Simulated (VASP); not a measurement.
Here is a VASP 6.6.1 calculation.

File INCAR:

```
ALGO = Normal ; EDIFF = 1E-6
ENCUT = 500 ; GGA = PS
GGA_COMPAT = F ; ISIF = 2
ISMEAR = 1 ; ISPIN = 2
LASPH = T ; LCHARG = F
LMAXMIX = 4 ; LORBIT = 11
LREAL = F ; LWAVE = F
MAGMOM = 5.2 0 ; NBANDS = 23
NELM = 200 ; PREC = Accurate
SIGMA = 0.05
```

File KPOINTS:

```
k-points
0
Gamma
  2 2 2
```

The input POSCAR:

```
MnAu
1.0
    3.2077600000      0.0000000000      0.0000000000
    0.0000000000      3.2077600000      0.0000000000
    0.0000000000      0.0000000000      3.2077600000
Mn Au
1 1
Direct
    0.5000000000      0.5000000000      0.5000000000
    0.0000000000      0.0000000000      0.0000000000
```

Potentials or basis: VASP PAW PBE potentials, release 64 (Mn_pv, Au).

Launch:

```sh
$ cat potpaw_PBE.64/Mn_pv/POTCAR potpaw_PBE.64/Au/POTCAR > POTCAR
$ mpirun -np 1 vasp_std > vasp.out
```

Problem. What does it give for the pressure?

Solution. 10.7 GPa.

Problem. What does it give for the site moments?

Solution. Mn +4.32; Au +0.22 μB.

Problem. What does it give for the net moment?

Solution. 5.25 μB per cell.

Caveat: the k points lie up to 0.98 Å⁻¹ apart, too coarse for converged energies, forces and pressures; the PAW data sets were made with another functional, which shifts forces and pressure a little.
